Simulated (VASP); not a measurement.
Wanted: the native input for a VASP 6.6.1 run.

```yaml
Task: single point
Functional: PBEsol
Potentials_or_basis: VASP PAW PBE potentials, release 64 (Pd)
Cutoff: 520 eV
k_mesh: 12 × 12 × 12
Occupations: fermi-dirac, width 0.05 eV
Spin: no spin polarisation
Dipole_correction: no
Further_INCAR_settings: ALGO = Normal; EDIFF = 1e-06; NBANDS = 11
```

The structure of Pd lies in POSCAR:

```
Pd
1.0
    0.0000000000      1.8679147688      1.8679147688
    1.8679147688      0.0000000000      1.8679147688
    1.8679147688      1.8679147688      0.0000000000
Pd
1
Direct
    0.0000000000      0.0000000000      0.0000000000
```

These files were run (other wordings do the same):

INCAR

```
PREC = Accurate
ENCUT = 520
EDIFF = 1E-6
ISMEAR = -1
SIGMA = 0.05
LREAL = False
LASPH = True
NELM = 80
ALGO = Normal
ISIF = 2
LWAVE = False
LCHARG = False
GGA = PS
NBANDS = 11
```

KPOINTS

```
Automatic mesh
0
Gamma
  12 12 12
```

Potentials or basis: VASP PAW PBE potentials, release 64 (Pd).

Launch:

```sh
$ cat potpaw_PBE.64/Pd/POTCAR > POTCAR
$ mpirun -np 1 vasp_std > vasp.out
```

It gave:

The pressure is 29.5 GPa and the band gap on the k mesh is zero (band 5 reaches 12.24 eV, above the bottom of band 6 at 10.28 eV).

Caveat: the PAW data sets were made with another functional, which shifts forces and pressure a little.

Run time: 12 s on 1 thread of Intel Xeon 8259CL, with other jobs on the host, peak memory 0.13 GiB.
